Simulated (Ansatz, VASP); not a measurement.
**Two plane-wave programs on SrCl**

The input INCAR:

```
PREC = Accurate ; ENCUT = 600
EDIFF = 1E-7 ; ISMEAR = 0
SIGMA = 0.1 ; LREAL = F
LASPH = T ; NELM = 100
ALGO = Normal ; ISIF = 3
LWAVE = F ; LCHARG = F
GGA = PE ; IBRION = 2
NSW = 100 ; EDIFFG = -0.01
```

KPOINTS

```
Automatic mesh
0
Gamma
  14 14 14
```

POSCAR

```
SrCl
1.0
    0.0000000000      3.4398415208      3.4398415208
    3.4398415208      0.0000000000      3.4398415208
    3.4398415208      3.4398415208      0.0000000000
Sr Cl
1 1
Direct
    0.0000000000      0.0000000000      0.0000000000
    0.7500000000      0.7500000000      0.7500000000
```

Input for Ansatz:

```yaml
crystal:
  lattice:
    - [0.0, 3.4398415208, 3.4398415208]
    - [3.4398415208, 0.0, 3.4398415208]
    - [3.4398415208, 3.4398415208, 0.0]
  atoms:
    - { symbol: Sr, position: [0.0, 0.0, 0.0] }
    - { symbol: Cl, position: [0.75, 0.75, 0.75] }
basis:
  ecutwfc: 420
kpoints:
  mp_grid: { grid: [14, 14, 14] }
hamiltonian:
  xc: pbe
scf:
  occupations: { method: gaussian, width: 0.1 }
output:
  forces: true
  stress: true
  eigenvalues: true
relax:
  adjacent_minimum: "off"
  f_tol: 0.01
  max_steps: 80
  cell: { stress_tol: 0.05 }
```

Change from the starting cell: species swapped into the HgS type (F-43m, No. 216).

Alike in both runs: task relaxation of cell and atoms; functional PBE; k mesh 14 × 14 × 14; occupations gaussian, width 0.1 eV; no spin polarisation.

|  | VASP | Ansatz |
| --- | --- | --- |
| version | VASP 6.6.1 | Ansatz 0.2.0 |
| potentials or method | VASP PAW PBE potentials, release 64 (Sr_sv, Cl), cutoff 600 eV | scalar-relativistic, plane waves, PAW |
| valence electrons in the cell | 17 | 17 |

Ansatz gave:

| Quantity | Value |
| --- | --- |
| gap on the k mesh at the Fermi level, each at its own relaxed structure (eV) | none |
| relaxed volume (Å³/atom) | 40.56 |
| relaxed cell length with the largest relative difference (Å) | 4.859 |

**Question.** What did VASP give for the same quantities?

**Answer.** gap on the k mesh at the Fermi level, each at its own relaxed structure (eV): none; relaxed volume (Å³/atom): 40.70; relaxed cell length with the largest relative difference (Å): 4.865.

A gap of «none» marks a metal or a gap that the smearing closes.

Noted on VASP's run: the relaxation stopped at its first step, so nothing moved.
